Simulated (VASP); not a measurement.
Write the native input for VASP 6.6.1 that does the following.

- Task: single point
- Functional: BLYP
- Potentials or basis: VASP PAW PBE potentials, release 64 (Na_pv)
- Cutoff: 520 eV
- k mesh: 17 × 17 × 17
- Occupations: fermi-dirac, width 0.1 eV
- Spin: no spin polarisation
- Dipole correction: no
- Further INCAR settings: ALGO = Normal; EDIFF = 1e-07; NBANDS = 10

The structure of Na lies in POSCAR:

```
Na
1.0
   -2.0754880304      2.0754880304      2.0754880304
    2.0754880304     -2.0754880304      2.0754880304
    2.0754880304      2.0754880304     -2.0754880304
Na
1
Direct
    0.0000000000      0.0000000000      0.0000000000
```

The input as run:

INCAR

```
AGGAC    = 1.0          
AGGAX    = 1.0          
ALDAC    = 0.0          
ALDAX    = 1.0          
ALGO     = Normal         # electronic algorithm
EDIFF    = 1E-7           # SCF threshold, eV
ENCUT    = 520            # plane-wave cutoff, eV
GGA      = B5             # functional
ISIF     = 2              # what is computed and relaxed
ISMEAR   = -1             # smearing method
LASPH    = T              # aspherical terms in the spheres
LCHARG   = F              # write CHGCAR
LREAL    = F              # projectors in reciprocal space
LWAVE    = F              # write WAVECAR
NBANDS   = 10             # bands
NELM     = 100            # most SCF steps
PREC     = Accurate       # precision mode
SIGMA    = 0.1            # smearing width, eV
```

KPOINTS

```
k-points
0
Gamma
  17 17 17
```

Potentials or basis: VASP PAW PBE potentials, release 64 (Na_pv).

The run is started by

```sh
$ cat potpaw_PBE.64/Na_pv/POTCAR > POTCAR
$ mpirun -np 1 vasp_std > vasp.out
```

It gave:

```json
{
  "Pressure": "0.3 GPa",
  "Band gap on the k mesh": "zero (an odd number of electrons rules out a gap without spin polarisation)"
}
```

Caveat: the PAW data sets were made with another functional, which shifts forces and pressure a little.

Run time: 26 s on 1 thread of Intel(R) Xeon(R) Platinum 8488C (Sapphire Rapids) (shared host), peak memory 0.18 GiB.
